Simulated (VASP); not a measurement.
Crystal: GaP.

```
Ga P
1.0
     3.65622    0.00000    0.00000
    -1.82811    3.16638    0.00000
     0.00000    0.00000    8.00724
Ga P
3 3
Direct
  0.00000 0.50000 0.16667
  0.50000 0.50000 0.83333
  0.50000 0.00000 0.50000
  0.50000 0.50000 0.33333
  0.50000 0.00000 0.00000
  0.00000 0.50000 0.66667
```

The cell was generated, and may not be a known phase.

* Program: VASP 6.6.1
* Task: relaxation of cell and atoms
* Functional: PBE
* Potentials or basis: VASP PAW PBE potentials, release 64 (Ga_d, P)
* Cutoff: 600 eV
* k mesh: 6 × 6 × 2
* Occupations: gaussian, width 0.1 eV
* Spin: no spin polarisation

At the start: pressure 25.1 GPa; volume 15.45 Å³/atom.

Problem. Where does the relaxation end?

Solution. Over 3 steps the energy falls by 221.1 meV/atom and the volume is 18.84 Å³/atom (+21.9 %); space group P6_222 (No. 180, to 0.1 Å) before and after.

The path:
```tsv
step	energy change (eV)	largest force (eV/Å)	pressure (GPa)	volume (Å³)
1	0.0000	0.0000	25.11	92.70
2	-0.8779	0.0000	-7.80	129.13
3	-1.3263	0.0000	-0.06	113.03
```

Final structure:
```
Ga P
1.0
     3.90357    0.00000    0.00000
    -1.95178    3.38059    0.00000
     0.00000    0.00000    8.56505
Ga P
3 3
Direct
  0.00000 0.50000 0.16667
  0.50000 0.50000 0.83333
  0.50000 0.00000 0.50000
  0.50000 0.50000 0.33333
  0.50000 0.00000 0.00000
  0.00000 0.50000 0.66667
```

Caveat: the volume moved by over 15 % at a fixed basis, so the end points are rough; semilocal functionals underestimate gaps, and a narrow one can read as zero.
